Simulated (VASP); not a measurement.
Here is a VASP 6.6.1 calculation.

INCAR

```
ALGO = Normal
EDIFF = 1E-7
ENCUT = 520
ISIF = 2
ISMEAR = -1
LASPH = True
LCHARG = False
LREAL = False
LWAVE = False
NBANDS = 13
NELM = 100
PREC = Accurate
SIGMA = 0.1
```

Contents of KPOINTS:

```
k-points
0
Gamma
  5 5 5
```

POSCAR

```
Mg
1.0
    0.0000000000      4.0967600000      4.0967600000
    4.0967600000      0.0000000000      4.0967600000
    4.0967600000      4.0967600000      0.0000000000
Mg
5
Direct
    0.7500000000      0.7500000000      0.7500000000
    0.3748300000      0.8755000000      0.3748300000
    0.3748300000      0.3748300000      0.8755000000
    0.8755000000      0.3748300000      0.3748300000
    0.3748300000      0.3748300000      0.3748300000
```

Potentials or basis: VASP PAW LDA potentials, release 64 (Mg).

Run with:

```console
$ cat potpaw_LDA.64/Mg/POTCAR > POTCAR
$ mpirun -np 1 vasp_std > vasp.out
```

Problem. Predict the pressure.

Solution. -0.1 GPa.

Problem. Estimate the largest force.

Solution. 0.179 eV/Å.

Problem. Predict the band gap on the k mesh.

Solution. Zero (band 5 reaches 1.35 eV, above the bottom of band 6 at 0.81 eV).

Forces in eV/Å, atoms in the order of the input:
```
Mg   0.000  0.000  0.000
Mg  -0.103  0.103 -0.103
Mg  -0.103 -0.103  0.103
Mg   0.103 -0.103 -0.103
Mg   0.103  0.103  0.103
```
